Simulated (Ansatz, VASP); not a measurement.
# One calculation of InGaO, two programs

```xyz
3
Lattice="3.4044 0.0000 0.0000 -1.7022 2.9483 0.0000 0.0000 0.0000 5.9085" Properties=species:S:1:pos:R:3 pbc="T T T"
In    0.0000    0.0000    0.0000
Ga    1.7022    0.9828    2.9542
O     0.0000    1.9655    2.9542
```

Change from the starting cell: species swapped into the SrSiNi type (P-6m2, No. 187).

Alike in both runs: functional PBE; k mesh 18 × 18 × 8; occupations gaussian, width 0.1 eV; no spin polarisation.

Ansatz relaxed the structure, and its values are those at the end. VASP's run is a single point on that final structure, the one shown.

|  | VASP | Ansatz |
| --- | --- | --- |
| version | VASP 6.6.1 | Ansatz 0.2.0 |
| potentials or method | VASP PAW PBE potentials, release 64 (In_d, Ga_d, O), cutoff 520 eV | scalar-relativistic, plane waves, PAW |
| valence electrons in the cell | 32 | 32 |

Ansatz gave:

* gap on the k mesh at the Fermi level (eV): none
* pressure (GPa): 0.0

**Question.** Estimate VASP's values.

**Answer.** gap on the k mesh at the Fermi level (eV): none; pressure (GPa): 0.3.

A gap of «none» marks a metal or a gap that the smearing closes.
